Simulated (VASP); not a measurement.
# CaO (Fm-3m) in VASP: single point with PBEsol

Aim: the single point of CaO with PBEsol.

Everything below comes from runs of VASP 6.6.1. Logs are shortened: lines on timing, memory, paths and dates and some standing lists are left out, and cuts for length are marked.

### Step 1. The cell of the first run

The structure is cubic, space group Fm-3m (No. 225). The conventional cell has a = 4.768 Å, b = 4.768 Å, c = 4.768 Å, α = 90.00°, β = 90.00°, γ = 90.00°. Within 3.1 Å of O (site symmetry m-3m) lie 6 Ca at 2.38 Å. Ca (site symmetry m-3m) has 6 O at 2.38 Å within 3.1 Å.

### Step 2. Single point, PBEsol

INCAR

```
SYSTEM = CaO
PREC = Accurate
ENCUT = 700
EDIFF = 1E-6
ISMEAR = -1
SIGMA = 0.05
LREAL = Auto
LASPH = .TRUE.
NELM = 120
ALGO = Normal
ISIF = 2
LWAVE = .FALSE.
LCHARG = .FALSE.
GGA = PS
ISYM = -1
NBANDS = 294
GGA_COMPAT = .FALSE.
```

KPOINTS

```
explicit points
1
Reciprocal
  0.25000000   0.25000000   0.25000000 1
```

POSCAR

```
CaO
1.0
    9.5352000000      0.0000000000      0.0000000000
    0.0000000000      9.5352000000      0.0000000000
    0.0000000000      0.0000000000      9.5352000000
O Ca
32 32
Direct
    0.2500000000      0.0000000000      0.0000000000
    0.2500000000      0.0000000000      0.5000000000
    0.2500000000      0.5000000000      0.0000000000
    0.2500000000      0.5000000000      0.5000000000
    0.7500000000      0.0000000000      0.0000000000
    0.7500000000      0.0000000000      0.5000000000
    0.7500000000      0.5000000000      0.0000000000
    0.7500000000      0.5000000000      0.5000000000
    0.0000000000      0.2500000000      0.0000000000
    0.0000000000      0.2500000000      0.5000000000
    0.0000000000      0.7500000000      0.0000000000
    0.0000000000      0.7500000000      0.5000000000
    0.5000000000      0.2500000000      0.0000000000
    0.5000000000      0.2500000000      0.5000000000
    0.5000000000      0.7500000000      0.0000000000
    0.5000000000      0.7500000000      0.5000000000
    0.0000000000      0.0000000000      0.2500000000
    0.0000000000      0.0000000000      0.7500000000
    0.0000000000      0.5000000000      0.2500000000
    0.0000000000      0.5000000000      0.7500000000
    0.5000000000      0.0000000000      0.2500000000
    0.5000000000      0.0000000000      0.7500000000
    0.5000000000      0.5000000000      0.2500000000
    0.5000000000      0.5000000000      0.7500000000
    0.2500000000      0.2500000000      0.2500000000
    0.2500000000      0.2500000000      0.7500000000
    0.2500000000      0.7500000000      0.2500000000
    0.2500000000      0.7500000000      0.7500000000
    0.7500000000      0.2500000000      0.2500000000
    0.7500000000      0.2500000000      0.7500000000
    0.7500000000      0.7500000000      0.2500000000
    0.7500000000      0.7500000000      0.7500000000
    0.0000000000      0.0000000000      0.0000000000
    0.0000000000      0.0000000000      0.5000000000
    0.0000000000      0.5000000000      0.0000000000
    0.0000000000      0.5000000000      0.5000000000
    0.5000000000      0.0000000000      0.0000000000
    0.5000000000      0.0000000000      0.5000000000
    0.5000000000      0.5000000000      0.0000000000
    0.5000000000      0.5000000000      0.5000000000
    0.2500000000      0.2500000000      0.0000000000
    0.2500000000      0.2500000000      0.5000000000
    0.2500000000      0.7500000000      0.0000000000
    0.2500000000      0.7500000000      0.5000000000
    0.7500000000      0.2500000000      0.0000000000
    0.7500000000      0.2500000000      0.5000000000
    0.7500000000      0.7500000000      0.0000000000
    0.7500000000      0.7500000000      0.5000000000
    0.2500000000      0.0000000000      0.2500000000
    0.2500000000      0.0000000000      0.7500000000
    0.2500000000      0.5000000000      0.2500000000
    0.2500000000      0.5000000000      0.7500000000
    0.7500000000      0.0000000000      0.2500000000
    0.7500000000      0.0000000000      0.7500000000
    0.7500000000      0.5000000000      0.2500000000
    0.7500000000      0.5000000000      0.7500000000
    0.0000000000      0.2500000000      0.2500000000
    0.0000000000      0.2500000000      0.7500000000
    0.0000000000      0.7500000000      0.2500000000
    0.0000000000      0.7500000000      0.7500000000
    0.5000000000      0.2500000000      0.2500000000
    0.5000000000      0.2500000000      0.7500000000
    0.5000000000      0.7500000000      0.2500000000
    0.5000000000      0.7500000000      0.7500000000
```

Potentials or basis: VASP PAW PBE potentials, release 64 (O, Ca_sv).

The run is started by

```console
$ cat potpaw_PBE.64/O/POTCAR potpaw_PBE.64/Ca_sv/POTCAR > POTCAR
$ mpirun -np 1 vasp_std > vasp.out
```

OUTCAR:

```text
SYSTEM = CaO
   PREC = Accurate
   ENCUT = 700
   EDIFF = 1E-6
   ISMEAR = -1
   LREAL = Auto
   LASPH = .TRUE.
   NELM = 120
   ISIF = 2
   GGA = PS
   ISYM = -1

 ion  position               nearest neighbor table
   1  0.250  0.000  0.000-  33 2.38  37 2.38  41 2.38  43 2.38  49 2.38  50 2.38
   2  0.250  0.000  0.500-  34 2.38  38 2.38  42 2.38  44 2.38  49 2.38  50 2.38
   3  0.250  0.500  0.000-  35 2.38  39 2.38  41 2.38  43 2.38  51 2.38  52 2.38
   4  0.250  0.500  0.500-  36 2.38  40 2.38  42 2.38  44 2.38  51 2.38  52 2.38
   5  0.750  0.000  0.000-  33 2.38  37 2.38  45 2.38  47 2.38  53 2.38  54 2.38
   6  0.750  0.000  0.500-  34 2.38  38 2.38  46 2.38  48 2.38  53 2.38  54 2.38
[... 56 lines left out ...]
  63  0.500  0.750  0.250-  15 2.38  16 2.38  21 2.38  23 2.38  27 2.38  31 2.38
  64  0.500  0.750  0.750-  15 2.38  16 2.38  22 2.38  24 2.38  28 2.38  32 2.38

IMPORTANT INFORMATION: All symmetrisations will be switched off!
NOSYMM: (Re-)initialisation of all symmetry stuff for point group C_1.

----------------------------------------------------------------------------------------

                                     Primitive cell

  volume of cell :     866.9408

  direct lattice vectors                    reciprocal lattice vectors
     9.535200000  0.000000000  0.000000000     0.104874570  0.000000000  0.000000000
     0.000000000  9.535200000  0.000000000     0.000000000  0.104874570  0.000000000
     0.000000000  0.000000000  9.535200000     0.000000000  0.000000000  0.104874570

  length of vectors
     9.535200000  9.535200000  9.535200000     0.104874570  0.104874570  0.104874570

  position of ions in fractional coordinates (direct lattice)
     0.250000000  0.000000000  0.000000000
     0.250000000  0.000000000  0.500000000
     0.250000000  0.500000000  0.000000000
     0.250000000  0.500000000  0.500000000
     0.750000000  0.000000000  0.000000000
     0.750000000  0.000000000  0.500000000
[... 56 lines left out ...]
     0.500000000  0.750000000  0.250000000
     0.500000000  0.750000000  0.750000000

  ion indices of the primitive-cell ions
   primitive index   ion index
                 1           1
                 2           2
                 3           3
                 4           4
                 5           5
                 6           6
[... 56 lines left out ...]
                63          63
                64          64

----------------------------------------------------------------------------------------

 KPOINTS: explicit points

Read explicit list of k-points.

 Found      1 k-points:

 Following reciprocal coordinates:
            Coordinates               Weight
  0.250000  0.250000  0.250000      1.000000
   k-points           NKPTS =      1   k-points in BZ     NKDIM =      1   number of bands    NBANDS=    294
   number of dos      NEDOS =    301   number of ions     NIONS =     64
   total plane-waves  NPLWV = 592704
   dimension x,y,z NGX =    84 NGY =   84 NGZ =   84
   dimension x,y,z NGXF=   168 NGYF=  168 NGZF=  168
   ions per type =              32  32
   NGX,Y,Z   is equivalent  to a cutoff of  14.65, 14.65, 14.65 a.u.
   NGXF,Y,Z  is equivalent  to a cutoff of  29.29, 29.29, 29.29 a.u.
 SYSTEM =  CaO
   PREC   = accura    normal or accurate (medium, high low for compatibility)
   ISTART =      0    job   : 0-new  1-cont  2-samecut
   ICHARG =      2    charge: 1-file 2-atom 10-const
   ISPIN  =      1    spin polarized calculation?
   LNONCOLLINEAR =      F non collinear calculations
   LSORBIT =      F    spin-orbit coupling
   LASPH  =      T    aspherical Exc in radial PAW
   ENCUT  =  700.0 eV  51.45 Ry    7.17 a.u.  20.57 20.57 20.57*2*pi/ulx,y,z
   NELM   =    120;   NELMIN=  2; NELMDL= -5     # of ELM steps
   EDIFF  = 0.1E-05   stopping-criterion for ELM
   LREAL  =      T    real-space projection
   EDIFFG = 0.1E-04   stopping-criterion for IOM
   NSW    =      0    number of steps for IOM
   IBRION =     -1    ionic relax: 0-MD 1-quasi-New 2-CG
   NFREE  =      0    steps in history (QN), initial steepest desc. (CG)
   ISIF   =      2    stress and relaxation
   ISYM   =     -1    0-nonsym 1-usesym 2-fastsym
   POTIM  = 0.5000    time-step for ionic-motion
   TEBEG  =    0.0;   TEEND  =   0.0 temperature during run
   PSTRESS=    0.0 pullay stress
   NELECT =     512.0000    total number of electrons
   NUPDOWN=      -1.0000    fix difference up-down
   EMIN   =  10.00;   EMAX   =-10.00  energy-range for DOS
   EFERMI =   0.00;   METHOD = LEGACY
   ISMEAR =    -1;   SIGMA  =   0.05  broadening in eV -4-tet -1-fermi 0-gaus
   EFERMI_NEDOS =   21; number of points for ismear=-14 and -15
   IALGO  =     38    algorithm
   IMIX   =      4    mixing-type and parameters
     AMIX     =   0.40;   BMIX     =  1.00
     AMIX_MAG =   1.60;   BMIX_MAG =  1.00
  volume/ion in A,a.u.               =      13.55        91.41
  Fermi-wavevector in a.u.,A,eV,Ry     =   1.373520  2.595577 25.668172  1.886557
  Thomas-Fermi vector in A             =   2.499030
   LORBIT       =      0    0 simple, 1 ext, 2 COOP (PROOUT), +10 PAW based schemes
   GGA     = PS    functional components
   LHFCALC =     F    Hartree Fock is set to
   AEXX    =    0.0000 exact exchange contribution
   IVDW    =     0    specifies the selected vdW correction
   LEPSILON=     F    determine dielectric tensor
   LRPA    =     F    only Hartree local field effects (RPA)
 non-spin polarized calculation
  energy-cutoff  :      700.00
  volume of cell :      866.94
 maximum number of plane-waves:     36408
 NGX is ok and might be reduce to    84
   NGX = 41   NGY = 41   NGZ = 41

 number of electron     511.9999800 magnetization

 Free energy of the ion-electron system (eV)
  ---------------------------------------------------
  ext. energy  EPLUGINS =         0.00000000
  ---------------------------------------------------
  free energy    TOTEN  =      -429.30852475 eV

  energy without entropy =     -429.30852475  energy(sigma->0) =     -429.30852475

 E-fermi :   3.3784     XC(G=0): -10.8573

 val. band max:        2.1071314225   @ k =   0.2500   0.2500   0.2500
 cond. band min:       6.3837208152   @ k =   0.2500   0.2500   0.2500
 fundamental gap:      4.2765893928
 Fermi energy:         3.3784311014

 k-point     1 :       0.2500    0.2500    0.2500
  band No.  band energies     occupation
      1     -34.9384      2.00000
      2     -34.8992      2.00000
      3     -34.8992      2.00000
      4     -34.8992      2.00000
      5     -34.8710      2.00000
      6     -34.8710      2.00000
[... 260 lines left out ...]
    267       7.8263      0.00000
    268       7.8263      0.00000
 [bands above 268 left out]

------------------------ aborting loop because EDIFF is reached ----------------------------------------

  FORCE on cell =-STRESS in cart. coord.  units (eV):
  Direction    XX          YY          ZZ          XY          YZ          ZX
  --------------------------------------------------------------------------------------
  -------------------------------------------------------------------------------------
  Total        2.8845965      2.8845525      2.8845922     -0.2810453     -0.2810332     -0.2811114
  in kB        5.3309700      5.3308887      5.3309620     -0.5193947     -0.5193723     -0.5195169
  external PRESSURE =       5.3309403 kB  Pullay stress =       0.0000000 kB

 VOLUME and BASIS-vectors are now :
 -----------------------------------------------------------------------------
  energy-cutoff  :      700.00
  volume of cell :      866.94
      direct lattice vectors                 reciprocal lattice vectors
     9.535200000  0.000000000  0.000000000     0.104874570  0.000000000  0.000000000
     0.000000000  9.535200000  0.000000000     0.000000000  0.104874570  0.000000000
     0.000000000  0.000000000  9.535200000     0.000000000  0.000000000  0.104874570

 POSITION                                       TOTAL-FORCE (eV/Angst)
 -----------------------------------------------------------------------------------
      2.38380      0.00000      0.00000        -0.000002     -0.000003      0.000005
      2.38380      0.00000      4.76760         0.000008      0.000009     -0.000005
      2.38380      4.76760      0.00000         0.000011     -0.000007     -0.000007
      2.38380      4.76760      4.76760         0.000004     -0.000027     -0.000010
      7.15140      0.00000      0.00000         0.000004      0.000005      0.000007
      7.15140      0.00000      4.76760        -0.000005      0.000006     -0.000011
[... 56 lines left out ...]
      4.76760      7.15140      2.38380         0.000012      0.000007     -0.000050
      4.76760      7.15140      7.15140        -0.000062      0.000000      0.000051
 -----------------------------------------------------------------------------------
    total drift:                               -0.000048      0.000054      0.000006

  FREE ENERGIE OF THE ION-ELECTRON SYSTEM (eV)
  ---------------------------------------------------
  free  energy   TOTEN  =      -429.3085247528 eV

  energy  without entropy=     -429.3085247527  energy(sigma->0) =     -429.30852475
```

It took 29 min on 1 thread of AMD EPYC 7R43 (Zen 3), shared host; peak memory 1.3 GiB.

Results:

| Item | Value |
| --- | --- |
| Free energy | -429.3085 eV |
| Pressure | 0.5 GPa |
| Band gap on the k mesh | 4.28 eV |

Caveat: the PAW data sets were made with another functional, which shifts forces and pressure a little; a shifted mesh leaves out Γ, where band edges can lie. A k mesh can miss the band edges.
